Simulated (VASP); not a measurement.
Set up this calculation in VASP 6.6.1, as the native input.

```
Task                               : single point
Functional                         : HSE06
Potentials or basis                : VASP PAW PBE potentials, release 64 (O, Mg, Zn)
Cutoff                             : 520 eV
k mesh                             : 1 × 1 × 1
Occupations                        : fermi-dirac, width 0.05 eV
Spin                               : no spin polarisation
Dipole correction                  : no
Grid for exact exchange (PRECFOCK) : Fast
Further INCAR settings             : LREAL = Auto; ALGO = Normal; EDIFF = 1e-07; NBANDS = 256
Screening parameter                : 0.2079 1/Å
```

The system is Mg7Zn9O16.

```
O Mg Zn
1.0
     8.51208    0.00000    0.00000
     0.00000    8.51208    0.00000
     0.00000    0.00000    8.51208
O Mg Zn
32 14 18
Direct
  0.22653 0.02593 0.00761
  0.25112 0.02866 0.50243
  0.22990 0.51336 0.01054
  0.23191 0.51798 0.50176
  0.76070 0.02279 0.01782
  0.73359 0.01646 0.51249
  0.72310 0.49671 0.01777
  0.73575 0.52318 0.50048
  0.98833 0.26486 0.01106
  0.98635 0.26550 0.48892
  0.98305 0.75282 0.01568
  0.99095 0.78729 0.51459
  0.47146 0.25321 0.99674
  0.48607 0.27819 0.50625
  0.48698 0.76320 0.00306
  0.49085 0.75916 0.52340
  0.02242 0.00728 0.26401
  0.99542 0.01431 0.74668
  0.98912 0.50946 0.24859
  0.96966 0.48473 0.76096
  0.47191 0.00068 0.24701
  0.48381 0.01119 0.74994
  0.48465 0.50865 0.24875
  0.48039 0.52131 0.73894
  0.24469 0.26515 0.25501
  0.22131 0.26585 0.74545
  0.24628 0.75435 0.25518
  0.23295 0.75354 0.77649
  0.72923 0.26213 0.25936
  0.74884 0.26308 0.72134
  0.75338 0.78142 0.26448
  0.75499 0.76766 0.76280
  0.97858 0.01231 0.99858
  0.99379 0.01845 0.50328
  0.97764 0.49377 0.02444
  0.98550 0.51241 0.49557
  0.48428 0.53391 0.51455
  0.24446 0.27055 0.50616
  0.22141 0.76013 0.02057
  0.73401 0.27814 0.49101
  0.25191 0.02426 0.25966
  0.22784 0.52239 0.76550
  0.74266 0.00859 0.25130
  0.72409 0.01953 0.73880
  0.99436 0.76553 0.25587
  0.48561 0.74730 0.77202
  0.46707 0.00288 0.00453
  0.49977 0.01729 0.52292
  0.46458 0.50625 0.03040
  0.22833 0.27482 0.01081
  0.24418 0.77139 0.50666
  0.73283 0.26470 0.98687
  0.72515 0.75930 0.99345
  0.74465 0.77412 0.51266
  0.22936 0.02632 0.75637
  0.21740 0.51311 0.24257
  0.73527 0.53108 0.25504
  0.72176 0.51173 0.74572
  0.97226 0.24428 0.25626
  0.99063 0.25408 0.75362
  0.99819 0.74752 0.76237
  0.47686 0.26769 0.27070
  0.49410 0.26599 0.75357
  0.48699 0.76688 0.24816
```

The input as run:

POSCAR

```
Mg7Zn9O16
1.0
    8.5120840000      0.0000000000      0.0000000000
    0.0000000000      8.5120840000      0.0000000000
    0.0000000000      0.0000000000      8.5120840000
O Mg Zn
32 14 18
Direct
    0.2265250000      0.0259290000      0.0076120000
    0.2511230000      0.0286560000      0.5024270000
    0.2299010000      0.5133570000      0.0105430000
    0.2319140000      0.5179790000      0.5017570000
    0.7606990000      0.0227940000      0.0178170000
    0.7335940000      0.0164610000      0.5124860000
    0.7230950000      0.4967130000      0.0177700000
    0.7357470000      0.5231810000      0.5004770000
    0.9883340000      0.2648550000      0.0110620000
    0.9863550000      0.2654970000      0.4889250000
    0.9830500000      0.7528150000      0.0156750000
    0.9909510000      0.7872870000      0.5145860000
    0.4714590000      0.2532060000      0.9967410000
    0.4860660000      0.2781930000      0.5062530000
    0.4869800000      0.7631970000      0.0030630000
    0.4908490000      0.7591550000      0.5234000000
    0.0224210000      0.0072770000      0.2640130000
    0.9954210000      0.0143110000      0.7466800000
    0.9891200000      0.5094620000      0.2485940000
    0.9696620000      0.4847340000      0.7609620000
    0.4719070000      0.0006820000      0.2470110000
    0.4838080000      0.0111860000      0.7499430000
    0.4846520000      0.5086550000      0.2487540000
    0.4803850000      0.5213050000      0.7389450000
    0.2446870000      0.2651500000      0.2550150000
    0.2213130000      0.2658460000      0.7454510000
    0.2462780000      0.7543500000      0.2551850000
    0.2329530000      0.7535360000      0.7764920000
    0.7292330000      0.2621280000      0.2593640000
    0.7488450000      0.2630830000      0.7213400000
    0.7533800000      0.7814230000      0.2644810000
    0.7549900000      0.7676620000      0.7628030000
    0.9785780000      0.0123080000      0.9985760000
    0.9937890000      0.0184470000      0.5032750000
    0.9776410000      0.4937740000      0.0244360000
    0.9855050000      0.5124150000      0.4955690000
    0.4842800000      0.5339120000      0.5145470000
    0.2444610000      0.2705500000      0.5061630000
    0.2214100000      0.7601330000      0.0205730000
    0.7340060000      0.2781380000      0.4910050000
    0.2519070000      0.0242580000      0.2596570000
    0.2278360000      0.5223930000      0.7654990000
    0.7426560000      0.0085870000      0.2513020000
    0.7240880000      0.0195300000      0.7388040000
    0.9943580000      0.7655280000      0.2558650000
    0.4856130000      0.7472980000      0.7720250000
    0.4670720000      0.0028770000      0.0045300000
    0.4997720000      0.0172890000      0.5229150000
    0.4645800000      0.5062530000      0.0304020000
    0.2283250000      0.2748170000      0.0108110000
    0.2441840000      0.7713900000      0.5066620000
    0.7328290000      0.2646990000      0.9868750000
    0.7251520000      0.7592980000      0.9934550000
    0.7446530000      0.7741230000      0.5126580000
    0.2293600000      0.0263190000      0.7563680000
    0.2174010000      0.5131090000      0.2425740000
    0.7352670000      0.5310800000      0.2550440000
    0.7217560000      0.5117300000      0.7457220000
    0.9722640000      0.2442820000      0.2562580000
    0.9906340000      0.2540770000      0.7536150000
    0.9981860000      0.7475160000      0.7623670000
    0.4768610000      0.2676930000      0.2707050000
    0.4940960000      0.2659850000      0.7535650000
    0.4869870000      0.7668760000      0.2481590000
```

INCAR.step1

```
ALGO = Normal
EDIFF = 1E-5
ENCUT = 520
GGA = PE
ISIF = 2
ISMEAR = -1
LASPH = True
LCHARG = False
LREAL = Auto
LUSENCCL = False
LWAVE = True
NBANDS = 256
NELM = 60
PREC = Accurate
SIGMA = 0.05
```

INCAR.step2

```
ALGO = Normal
EDIFF = 1E-7
ENCUT = 520
GGA = PE
HFSCREEN = 0.2079
ISIF = 2
ISMEAR = -1
ISTART = 1
LASPH = True
LCHARG = False
LHFCALC = True
LREAL = Auto
LUSENCCL = False
LWAVE = False
NBANDS = 256
NELM = 60
PREC = Accurate
PRECFOCK = Fast
SIGMA = 0.05
```

KPOINTS

```
k-points
0
Gamma
  1 1 1
```

Potentials or basis: VASP PAW PBE potentials, release 64 (O, Mg, Zn).

Launch:

```console
$ cat potpaw_PBE.64/O/POTCAR potpaw_PBE.64/Mg/POTCAR potpaw_PBE.64/Zn/POTCAR > POTCAR
$ cp INCAR.step1 INCAR
$ mpirun -np 1 vasp_gam > vasp.out
$ cp INCAR.step2 INCAR
$ mpirun -np 1 vasp_gam > vasp.out
```

It gave:

```yaml
Pressure: 3.3 GPa
Largest_force: 2.558 eV/Å
Band_gap_on_the_k_mesh: 3.33 eV
```

Caveat: the k points lie up to 0.74 Å⁻¹ apart; the PAW data sets were made with another functional, which shifts forces and pressure a little.

It took 15 min on 1 × NVIDIA H100 80GB with 1 thread of AMD EPYC 7R13 Processor (Zen 3) (shared host), peak memory 1.5 GiB.
